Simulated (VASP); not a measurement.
# TiAl (P-6m2) in VASP: further runs

TiAl is run at these levels: PBE; tasks: single point.

All numbers are computed with VASP 6.6.1; they aren't measurements. Logs are shortened: lines on timing, memory, paths and dates and some standing lists are left out, and cuts for length are marked.

### 1 The cell of the first run

The structure is hexagonal, space group P-6m2 (No. 187). The conventional cell has a = 3.027 Å, b = 3.027 Å, c = 4.198 Å, α = 90.00°, β = 90.00°, γ = 120.00°. Ti (site symmetry -6m2) has 6 Al at 2.73 Å and 6 Ti at 3.03 Å within 3.6 Å. Within 3.6 Å of Al (site symmetry -6m2) lie 6 Ti at 2.73 Å and 6 Al at 3.03 Å.

### 2 Single point, PBE

INCAR reads:

```
PREC = Accurate
ENCUT = 520
EDIFF = 1E-6
ISMEAR = 0
SIGMA = 0.15
LREAL = False
LASPH = True
NELM = 100
ALGO = Fast
ISIF = 2
LWAVE = False
LCHARG = False
GGA = PE
NBANDS = 14
```

KPOINTS reads:

```
Automatic mesh
0
Gamma
  21 21 12
```

POSCAR reads:

```
TiAl
1.0
    3.0268746698      0.0000000000      0.0000000000
   -1.5134373349      2.6213503582      0.0000000000
    0.0000000000      0.0000000000      4.1977239328
Ti Al
1 1
Direct
    0.0000000000      0.0000000000      0.0000000000
    0.3333333333      0.6666666667      0.5000000000
```

Potentials or basis: VASP PAW PBE potentials, release 64 (Ti_sv, Al).

On the command line:

```bash
cat potpaw_PBE.64/Ti_sv/POTCAR potpaw_PBE.64/Al/POTCAR > POTCAR
mpirun -np 1 vasp_std > vasp.out
```

OUTCAR:

```text
PREC = Accurate
   ENCUT = 520
   EDIFF = 1E-6
   ISMEAR = 0
   LREAL = False
   LASPH = True
   NELM = 100
   ISIF = 2
   GGA = PE

 ion  position               nearest neighbor table
   1  0.000  0.000  0.000-   2 2.73   2 2.73   2 2.73   2 2.73   2 2.73   2 2.73
   2  0.333  0.667  0.500-   1 2.73   1 2.73   1 2.73   1 2.73   1 2.73   1 2.73

  LATTYP: Found a hexagonal cell.
 ALAT       =     3.0268746698
 C/A-ratio  =     1.3868178867

  Lattice vectors:

 A1 = (   3.0268746698,   0.0000000000,   0.0000000000)
 A2 = (  -1.5134373349,   2.6213503582,   0.0000000000)
 A3 = (   0.0000000000,   0.0000000000,   4.1977239328)

Analysis of symmetry for initial positions (statically):
=====================================================================
 Subroutine PRICEL returns:
 Original cell was already a primitive cell.

 Routine SETGRP: Setting up the symmetry group for a
 hexagonal supercell.

 Subroutine GETGRP returns: Found 12 space group operations
 (whereof 12 operations were pure point group operations)
 out of a pool of 24 trial point group operations.

The static configuration has the point symmetry D_3h.

Analysis of symmetry for dynamics (positions and initial velocities):
=====================================================================
 Subroutine PRICEL returns:
 Original cell was already a primitive cell.

 Routine SETGRP: Setting up the symmetry group for a
 hexagonal supercell.

 Subroutine GETGRP returns: Found 12 space group operations
 (whereof 12 operations were pure point group operations)
 out of a pool of 24 trial point group operations.

The dynamic configuration has the point symmetry D_3h.

 Subroutine INISYM returns: Found 12 space group operations
 (whereof 12 operations are pure point group operations),
 and found     1 'primitive' translations

----------------------------------------------------------------------------------------

                                     Primitive cell

  volume of cell :      33.3068

  direct lattice vectors                    reciprocal lattice vectors
     3.026874670  0.000000000  0.000000000     0.330373771  0.190741386  0.000000000
    -1.513437335  2.621350358  0.000000000     0.000000000  0.381482772  0.000000000
     0.000000000  0.000000000  4.197723933     0.000000000  0.000000000  0.238224337

  length of vectors
     3.026874670  3.026874670  4.197723933     0.381482772  0.381482772  0.238224337

  position of ions in fractional coordinates (direct lattice)
     0.000000000  0.000000000  0.000000000
     0.333333333  0.666666667  0.500000000

  ion indices of the primitive-cell ions
   primitive index   ion index
                 1           1
                 2           2

----------------------------------------------------------------------------------------

 KPOINTS: Automatic mesh

Automatic generation of k-mesh.
 Grid dimensions read from file:
 generate k-points for:   21   21   12

 Generating k-lattice:

  Cartesian coordinates                     Fractional coordinates (reciprocal lattice)
     0.015732084  0.009082923  0.000000000     0.047619048 -0.000000000  0.000000000
     0.000000000  0.018165846  0.000000000     0.000000000  0.047619048  0.000000000
     0.000000000  0.000000000  0.019852028     0.000000000  0.000000000  0.083333333

  Length of vectors
     0.018165846  0.018165846  0.019852028

  Shift w.r.t. Gamma in fractional coordinates (k-lattice)
     0.000000000  0.000000000  0.000000000

 Subroutine IBZKPT returns following result:
 ===========================================

 Found    336 irreducible k-points:

 Following reciprocal coordinates:
            Coordinates               Weight
  0.000000  0.000000  0.000000      1.000000
  0.047619  0.000000  0.000000      6.000000
  0.095238  0.000000  0.000000      6.000000
  0.142857  0.000000  0.000000      6.000000
  0.190476  0.000000  0.000000      6.000000
  0.238095  0.000000  0.000000      6.000000
[... 16 lines left out ...]
  0.142857  0.095238  0.000000     12.000000
  0.190476  0.095238  0.000000     12.000000
 [... further k-points ...]
   k-points           NKPTS =    336   k-points in BZ     NKDIM =    336   number of bands    NBANDS=     14
   number of dos      NEDOS =    301   number of ions     NIONS =      2
   total plane-waves  NPLWV =  18432
   dimension x,y,z NGX =    24 NGY =   24 NGZ =   32
   dimension x,y,z NGXF=    48 NGYF=   48 NGZF=   64
   ions per type =               1   1
   NGX,Y,Z   is equivalent  to a cutoff of  13.18, 13.18, 12.67 a.u.
   NGXF,Y,Z  is equivalent  to a cutoff of  26.36, 26.36, 25.35 a.u.
 SYSTEM =  unknown system
   PREC   = accura    normal or accurate (medium, high low for compatibility)
   ISTART =      0    job   : 0-new  1-cont  2-samecut
   ICHARG =      2    charge: 1-file 2-atom 10-const
   ISPIN  =      1    spin polarized calculation?
   LNONCOLLINEAR =      F non collinear calculations
   LSORBIT =      F    spin-orbit coupling
   LASPH  =      T    aspherical Exc in radial PAW
   ENCUT  =  520.0 eV  38.22 Ry    6.18 a.u.   5.63  5.63  7.80*2*pi/ulx,y,z
   NELM   =    100;   NELMIN=  2; NELMDL= -5     # of ELM steps
   EDIFF  = 0.1E-05   stopping-criterion for ELM
   LREAL  =      F    real-space projection
   EDIFFG = 0.1E-04   stopping-criterion for IOM
   NSW    =      0    number of steps for IOM
   IBRION =     -1    ionic relax: 0-MD 1-quasi-New 2-CG
   NFREE  =      0    steps in history (QN), initial steepest desc. (CG)
   ISIF   =      2    stress and relaxation
   ISYM   =      2    0-nonsym 1-usesym 2-fastsym
   POTIM  = 0.5000    time-step for ionic-motion
   TEBEG  =    0.0;   TEEND  =   0.0 temperature during run
   PSTRESS=    0.0 pullay stress
   NELECT =      15.0000    total number of electrons
   NUPDOWN=      -1.0000    fix difference up-down
   EMIN   =  10.00;   EMAX   =-10.00  energy-range for DOS
   EFERMI =   0.00;   METHOD = LEGACY
   ISMEAR =     0;   SIGMA  =   0.15  broadening in eV -4-tet -1-fermi 0-gaus
   EFERMI_NEDOS =   21; number of points for ismear=-14 and -15
   IALGO  =     68    algorithm
   IMIX   =      4    mixing-type and parameters
     AMIX     =   0.40;   BMIX     =  1.00
     AMIX_MAG =   1.60;   BMIX_MAG =  1.00
  volume/ion in A,a.u.               =      16.65       112.38
  Fermi-wavevector in a.u.,A,eV,Ry     =   1.254857  2.371335 21.424622  1.574665
  Thomas-Fermi vector in A             =   2.388641
   LORBIT       =      0    0 simple, 1 ext, 2 COOP (PROOUT), +10 PAW based schemes
   GGA     = PE    functional components
   LHFCALC =     F    Hartree Fock is set to
   AEXX    =    0.0000 exact exchange contribution
   IVDW    =     0    specifies the selected vdW correction
   LEPSILON=     F    determine dielectric tensor
   LRPA    =     F    only Hartree local field effects (RPA)
 non-spin polarized calculation
 RMM-DIIS sequential band-by-band and
 Gauss-broadening in eV      SIGMA  =   0.15
  energy-cutoff  :      520.00
  volume of cell :       33.31
 maximum number of plane-waves:       919
 NGX is ok and might be reduce to    24
   NGX = 11   NGY = 11   NGZ = 15

 number of electron      14.9999997 magnetization

 Free energy of the ion-electron system (eV)
  ---------------------------------------------------
  ext. energy  EPLUGINS =         0.00000000
  ---------------------------------------------------
  free energy    TOTEN  =       -11.90537821 eV

  energy without entropy =      -11.87342447  energy(sigma->0) =      -11.88940134

 E-fermi :   7.7750     XC(G=0): -10.9275

 val. band max:        7.7730732345   @ k =   0.2381   0.0476   0.1667
 cond. band min:       7.7761416104   @ k =   0.2857   0.0000   0.2500
 fundamental gap:      0.0030683759
 Fermi energy:         7.7750203630

 k-point     1 :       0.0000    0.0000    0.0000
  band No.  band energies     occupation
      1     -48.8162      2.00000
      2     -25.1453      2.00000
      3     -24.8478      2.00000
      4     -24.8478      2.00000
      5      -0.8736      2.00000
      6       6.0474      2.00000
      7       7.3908      1.99971
      8       8.8576      0.00000
      9       8.8576      0.00000
     10      10.0529      0.00000
     11      10.0529      0.00000
     12      13.5681      0.00000
     13      18.8994      0.00000
     14      18.8994      0.00000

 k-point     2 :       0.0476    0.0000    0.0000
  band No.  band energies     occupation
      1     -48.8151      2.00000
      2     -25.1441      2.00000
      3     -24.8558      2.00000
      4     -24.8497      2.00000
      5      -0.8223      2.00000
      6       6.0915      2.00000
      7       7.3563      1.99992
      8       8.8046      0.00000
      9       8.8957      0.00000
     10      10.0387      0.00000
     11      10.1169      0.00000
     12      13.5679      0.00000
     13      18.1650      0.00000
     14      18.4482      0.00000

 k-point     3 :       0.0952    0.0000    0.0000
  band No.  band energies     occupation
      1     -48.8119      2.00000
      2     -25.1405      2.00000
      3     -24.8790      2.00000
      4     -24.8550      2.00000
      5      -0.6690      2.00000
      6       6.2190      2.00000
      7       7.2633      2.00000
      8       8.6537      0.00000
      9       9.0085      0.00000
     10       9.9979      0.00000
     11      10.2974      0.00000
     12      13.5626      0.00000
     13      16.9098      0.00000
     14      17.7474      0.00000
[... 324 lines left out ...]
 k-point    23 :       0.1429    0.0952    0.0000
  band No.  band energies     occupation
      1     -48.7978      2.00000
      2     -25.1248      2.00000
      3     -24.9746      2.00000
      4     -24.8826      2.00000
      5       0.0830      2.00000
      6       6.7400      2.00000
      7       6.9592      2.00000
      8       8.0395      0.01264
      9       9.5325      0.00000
     10       9.7590      0.00000
     11      11.0902      0.00000
     12      13.3629      0.00000
     13      14.6024      0.00000
     14      15.2327      0.00000

 k-point    24 :       0.1905    0.0952    0.0000
  band No.  band energies     occupation
      1     -48.7909      2.00000
      2     -25.1171      2.00000
      3     -25.0207      2.00000
      4     -24.8968      2.00000
      5       0.5230      2.00000
      6       6.8497      2.00000
      7       6.9289      2.00000
      8       7.7674      1.05733
      9       9.6335      0.00000
     10       9.7962      0.00000
     11      11.4837      0.00000
     12      12.9057      0.00000
     13      13.9968      0.00000
     14      14.8002      0.00000

 [... further k-points ...]

------------------------ aborting loop because EDIFF is reached ----------------------------------------

  FORCE on cell =-STRESS in cart. coord.  units (eV):
  Direction    XX          YY          ZZ          XY          YZ          ZX
  --------------------------------------------------------------------------------------
  -------------------------------------------------------------------------------------
  Total       -0.5399614     -0.5399614      3.1484376      0.0000000      0.0000000      0.0000000
  in kB      -25.9740647    -25.9740647    151.4510523      0.0000000      0.0000000      0.0000000
  external PRESSURE =      33.1676410 kB  Pullay stress =       0.0000000 kB

 VOLUME and BASIS-vectors are now :
 -----------------------------------------------------------------------------
  energy-cutoff  :      520.00
  volume of cell :       33.31
      direct lattice vectors                 reciprocal lattice vectors
     3.026874670  0.000000000  0.000000000     0.330373771  0.190741386  0.000000000
    -1.513437335  2.621350358  0.000000000     0.000000000  0.381482772  0.000000000
     0.000000000  0.000000000  4.197723933     0.000000000  0.000000000  0.238224337

 POSITION                                       TOTAL-FORCE (eV/Angst)
 -----------------------------------------------------------------------------------
      0.00000      0.00000      0.00000         0.000000      0.000000      0.000000
     -0.00000      1.74757      2.09886        -0.000000      0.000000      0.000000
 -----------------------------------------------------------------------------------
    total drift:                                0.000000     -0.000000      0.000000

  FREE ENERGIE OF THE ION-ELECTRON SYSTEM (eV)
  ---------------------------------------------------
  free  energy   TOTEN  =       -11.9053782105 eV

  energy  without entropy=      -11.8734244732  energy(sigma->0) =      -11.88940134
```

It took 2.5 min on 1 thread of AMD EPYC 9R45 (Zen 5), shared host; peak memory 0.24 GiB.

What came out:

```
Free energy            : -11.9054 eV
Pressure               : 3.3 GPa
Band gap on the k mesh : zero (an odd number of electrons rules out a gap without spin polarisation)
```

Caveat: the cell stands under pressure.

[end of part 1 of 2]
